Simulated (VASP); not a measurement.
# Al10ZnCu4 in VASP: a series of runs, part 2 of 2

VASP 6.6.1. The steps go on from the part before.

## 3. Single point, PBE+D3(BJ)

Contents of INCAR:

```
PREC = Accurate
ENCUT = 520
EDIFF = 1E-7
ISMEAR = 0
SIGMA = 0.1
LREAL = Auto
LASPH = True
NELM = 100
ALGO = Normal
ISIF = 2
LWAVE = False
LCHARG = False
LDIPOL = True
IDIPOL = 3
DIPOL = 0.5 0.5 0.476
GGA = PE
IVDW = 12
NBANDS = 56
```

Contents of KPOINTS:

```
Automatic mesh
0
Gamma
  7 7 1
```

Contents of POSCAR:

```
Al10ZnCu4
1.0
    4.8103827297      0.0000000000      0.0000000000
   -2.4051913649      4.2174816824      0.0000000000
    0.0000000000      0.0000000000     27.4349633647
Al Cu Zn
10 4 1
Direct
    0.4082048450      0.8164096901      0.3098236322
    0.0917951550      0.1835903099      0.3098236322
    0.7500000000      0.5000000000      0.3584641955
    0.2500000000      0.5000000000      0.4149095976
    0.9093115887      0.8186231774      0.4636354932
    0.5906884113      0.1813768226      0.4636354932
    0.2500000000      0.5000000000      0.5120298778
    0.7500000000      0.5000000000      0.5581484404
    0.4161211639      0.8322423278      0.6229719637
    0.0838788361      0.1677576722      0.6229719637
    0.7500000000      0.0000000000      0.3866868966
    0.2500000000      0.0000000000      0.3866868966
    0.2500000000      0.0000000000      0.5415863306
    0.7500000000      0.0000000000      0.5415863306
    0.7500000000      0.5000000000      0.6516542777
```

Potentials or basis: VASP PAW PBE potentials, release 64 (Al, Cu, Zn).

Started as:

```sh
> cat potpaw_PBE.64/Al/POTCAR potpaw_PBE.64/Cu/POTCAR potpaw_PBE.64/Zn/POTCAR > POTCAR
> mpirun -np 1 vasp_std > vasp.out
```

OUTCAR:

```text
PREC = Accurate
   ENCUT = 520
   EDIFF = 1E-7
   ISMEAR = 0
   LREAL = Auto
   LASPH = True
   NELM = 100
   ISIF = 2
   GGA = PE
   IVDW = 12
 IVDW          = 12

 ion  position               nearest neighbor table
   1  0.408  0.816  0.310-  12 2.55  11 2.55   2 2.67   2 2.86   2 2.86   3 3.06   3 3.06   3 3.18
                             4 3.18
   2  0.092  0.184  0.310-  12 2.55  11 2.55   1 2.67   1 2.86   1 2.86   3 3.06   3 3.06   3 3.18
                             4 3.18
   3  0.750  0.500  0.358-  12 2.55  12 2.55  11 2.55  11 2.55   4 2.86   4 2.86   1 3.06   2 3.06
                             2 3.06   1 3.06   2 3.18   1 3.18   6 3.18   5 3.18
   4  0.250  0.500  0.415-  11 2.55  11 2.55  12 2.55  12 2.55   7 2.66   3 2.86   3 2.86   6 3.06
                             5 3.06   6 3.06   5 3.06   6 3.17   5 3.17   2 3.18   1 3.18
   5  0.909  0.819  0.464-  12 2.55  11 2.55  13 2.57  14 2.57   6 2.69   6 2.85   6 2.85   8 2.92
                             7 3.06   7 3.06   4 3.06   4 3.06   7 3.17   4 3.17   3 3.18
   6  0.591  0.181  0.464-  12 2.55  11 2.55  13 2.57  14 2.57   5 2.69   5 2.85   5 2.85   8 2.92
                             7 3.06   7 3.06   4 3.06   4 3.06   7 3.17   4 3.17   3 3.18
   7  0.250  0.500  0.512-  14 2.56  14 2.56  13 2.56  13 2.56   4 2.66   8 2.72   8 2.72   5 3.06
                             6 3.06   6 3.06   5 3.06   6 3.17   5 3.17  10 3.35   9 3.35
   8  0.750  0.500  0.558-  13 2.47  13 2.47  14 2.47  14 2.47  15 2.57   7 2.72   7 2.72   6 2.92
                             5 2.92  10 3.30   9 3.30  10 3.30   9 3.30  10 3.33   9 3.33
   9  0.416  0.832  0.623-  14 2.63  13 2.63  10 2.79  10 2.79  10 2.80  15 2.89  15 2.89  15 2.92
                             8 3.30   8 3.30   8 3.33   7 3.35
  10  0.084  0.168  0.623-  14 2.63  13 2.63   9 2.79   9 2.79   9 2.80  15 2.89  15 2.89  15 2.92
                             8 3.30   8 3.30   8 3.33   7 3.35
  11  0.750  0.000  0.387-  12 2.41  12 2.41   5 2.55   6 2.55   4 2.55   4 2.55   3 2.55   3 2.55
                             1 2.55   2 2.55
  12  0.250  0.000  0.387-  11 2.41  11 2.41   5 2.55   6 2.55   4 2.55   4 2.55   3 2.55   3 2.55
                             1 2.55   2 2.55
  13  0.250  0.000  0.542-  14 2.41  14 2.41   8 2.47   8 2.47   7 2.56   7 2.56   5 2.57   6 2.57
                             9 2.63  10 2.63
[... 213 lines left out ...]

 val. band max:        0.7112686190   @ k =   0.2857   0.2857   0.0000
 cond. band min:       0.7417676843   @ k =   0.4286   0.2857   0.0000
 fundamental gap:      0.0304990652
 Fermi energy:         0.7373875561

 k-point     1 :       0.0000    0.0000    0.0000
  band No.  band energies     occupation
      1     -10.1692      2.00000
      2      -9.2347      2.00000
      3      -7.8116      2.00000
      4      -6.7284      2.00000
      5      -6.5179      2.00000
      6      -6.5101      2.00000
[... 917 lines left out ...]
     54       4.5546      0.00000
     55       4.8123      0.00000
 [bands above 55 left out]

------------------------ aborting loop because EDIFF is reached ----------------------------------------

 vacuum level on the upper side and lower side of the slab       (xc-potential included)        -0.288         0.155

 Edisp (eV)   -4.87795

 E8    (eV) :    -2.2158

  FORCE on cell =-STRESS in cart. coord.  units (eV):
  Direction    XX          YY          ZZ          XY          YZ          ZX
  --------------------------------------------------------------------------------------
  -------------------------------------------------------------------------------------
  Total      -3.68375    -2.12133     0.65059     0.00000     0.00000     0.00000
  in kB     -10.60384    -6.10634     1.87274     0.00000     0.00000     0.00000
  external pressure =       -4.95 kB  Pullay stress =        0.00 kB

 VOLUME and BASIS-vectors are now :
 -----------------------------------------------------------------------------
  energy-cutoff  :      520.00
  volume of cell :      556.59
      direct lattice vectors                 reciprocal lattice vectors
     4.810382730  0.000000000  0.000000000     0.207883667  0.118554160  0.000000000
    -2.405191365  4.217481682  0.000000000     0.000000000  0.237108321  0.000000000
     0.000000000  0.000000000 27.434963365     0.000000000  0.000000000  0.036449839

 POSITION                                       TOTAL-FORCE (eV/Angst)
 -----------------------------------------------------------------------------------
     -0.00000      3.44319      8.50000        -0.000000      0.121211     -0.125980
      0.00000      0.77429      8.50000         0.000000     -0.121211     -0.125980
      2.40519      2.10874      9.83445        -0.000000      0.000000     -0.159219
     -0.00000      2.10874     11.38303        -0.000000      0.000000     -0.115607
      2.40519      3.45253     12.71982         0.000000     -0.008982      0.009360
      2.40519      0.76495     12.71982        -0.000000      0.008982      0.009360
     -0.00000      2.10874     14.04752         0.000000      0.000000      0.009974
      2.40519      2.10874     15.31278         0.000000      0.000000     -0.007622
     -0.00000      3.50997     17.09121        -0.000000      0.001226      0.002930
     -0.00000      0.70751     17.09121         0.000000     -0.001226      0.002930
      3.60779      0.00000     10.60874         0.000000      0.000000      0.246569
      1.20260      0.00000     10.60874         0.000000      0.000000      0.246569
      1.20260      0.00000     14.85840        -0.000000      0.000000     -0.003397
      3.60779      0.00000     14.85840         0.000000      0.000000     -0.003397
      2.40519      2.10874     17.87811         0.000000      0.000000      0.013509
 -----------------------------------------------------------------------------------
    total drift:                               -0.000000     -0.000000     -0.016093

  FREE ENERGIE OF THE ION-ELECTRON SYSTEM (eV)
  ---------------------------------------------------
  free  energy   TOTEN  =       -57.4109866475 eV

  energy  without entropy=      -57.3732437658  energy(sigma->0) =      -57.39211521

 vacuum level on the upper side and lower side of the slab         4.575         5.027
```

OSZICAR:

```text
N       E                     dE             d eps       ncg     rms          rms(c)
DAV:   1     0.598297871911E+03    0.59830E+03   -0.31721E+04  1792   0.135E+03
DAV:   2    -0.515340081943E+01   -0.60345E+03   -0.57965E+03  1920   0.322E+02
DAV:   3    -0.598587416641E+02   -0.54705E+02   -0.52516E+02  2176   0.136E+02
[... 23 lines left out ...]
DAV:  27    -0.525330297827E+02   -0.44409E-05   -0.15406E-07  1464   0.252E-03    0.187E-04
DAV:  28    -0.525330315278E+02   -0.17451E-05   -0.57171E-08  1552   0.139E-03    0.134E-04
DAV:  29    -0.525330322871E+02   -0.75932E-06   -0.24986E-08  1392   0.959E-04    0.187E-04
DAV:  30    -0.525330327251E+02   -0.43800E-06   -0.17501E-08  1368   0.105E-03    0.103E-04
DAV:  31    -0.525330328214E+02   -0.96248E-07   -0.48220E-09  1400   0.669E-04
   1 F= -.57410987E+02 E0= -.57392115E+02  d E =-.377429E-01
```

stdout:

```text
POSCAR found type information on POSCAR AlCuZn
 POSCAR found :  3 types and      15 ions
 scaLAPACK will be used
 LDA part: xc-table for (Slater+PW92), standard interpolation
 POSCAR, INCAR and KPOINTS ok, starting setup
 FFT: planning ... GRIDC
 FFT: planning ... GRID_SOFT
 FFT: planning ... GRID
 WAVECAR not read
 entering main loop
```

It took 13 min on 1 thread of Intel Xeon 6975P-C (Granite Rapids), shared host; peak memory 0.75 GiB.

What came out:

```
Free energy                : -57.4110 eV
Largest force              : 0.247 eV/Å
Band gap on the k mesh     : zero (bands 43 and 44 overlap by 0.75 eV)
Dispersion energy per atom : -0.325 eV
```

Forces in eV/Å, atoms in the order of the input:
```
Al   0.000  0.121 -0.126
Al   0.000 -0.121 -0.126
Al   0.000  0.000 -0.159
Al   0.000  0.000 -0.116
Al   0.000 -0.009  0.009
Al   0.000  0.009  0.009
Al   0.000  0.000  0.010
Al   0.000  0.000 -0.008
Al   0.000  0.001  0.003
Al   0.000 -0.001  0.003
Cu   0.000  0.000  0.247
Cu   0.000  0.000  0.247
Cu   0.000  0.000 -0.003
Cu   0.000  0.000 -0.003
Zn   0.000  0.000  0.014
```

Levels at points of the mesh, in eV from the Fermi level:
| k point | band 41 | band 42 | band 43 | band 44 | band 45 | band 46 |
| --- | --- | --- | --- | --- | --- | --- |
| (0.00, 0.00, 0.00) | -0.72 | -0.54 | -0.47 | -0.38 | -0.16 | 0.25 |

The gap in the log of VASP goes by the Fermi energy; the results here count the filled bands.